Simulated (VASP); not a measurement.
Here is a VASP 6.6.1 calculation.

Contents of INCAR:

```
PREC = Accurate
ENCUT = 520
EDIFF = 1E-7
ISMEAR = -5
SIGMA = 0.05
LREAL = False
LASPH = True
NELM = 150
ALGO = Normal
ISIF = 2
LWAVE = False
LCHARG = True
MAGMOM = 0 0 0 0 0 0 0 0 0
LORBIT = 11
LSORBIT = True
GGA_COMPAT = False
LORBMOM = True
LMAXMIX = 4
GGA = PS
LVHAR = True
NBANDS = 39
```

File KPOINTS:

```
regular mesh
0
Gamma
  7 7 7
```

Contents of POSCAR:

```
WS2
1.0
    1.5790000000      0.9116360751      6.1633333333
   -1.5790000000      0.9116360751      6.1633333333
    0.0000000000     -1.8232721501      6.1633333333
W S
1 2
Direct
    0.0000000000      0.0000000000      0.0000000000
    0.5810000000      0.5810000000      0.5810000000
    0.7503000000      0.7503000000      0.7503000000
```

Potentials or basis: VASP PAW PBE potentials, release 64 (W_sv, S).

Run with:

```console
$ cat potpaw_PBE.64/W_sv/POTCAR potpaw_PBE.64/S/POTCAR > POTCAR
$ mpirun -np 1 vasp_ncl > vasp.out
```

Task: Estimate the net moment.

Result: 0.00 μB per cell.

Task: Predict the largest force.

Result: 0.598 eV/Å.

Stress tensor (GPa, compression positive):
```
-0.60  0.00  0.00
 0.00 -0.60  0.00
 0.00  0.00  0.39
```

Caveat: the PAW data sets were made with another functional, which shifts forces and pressure a little.
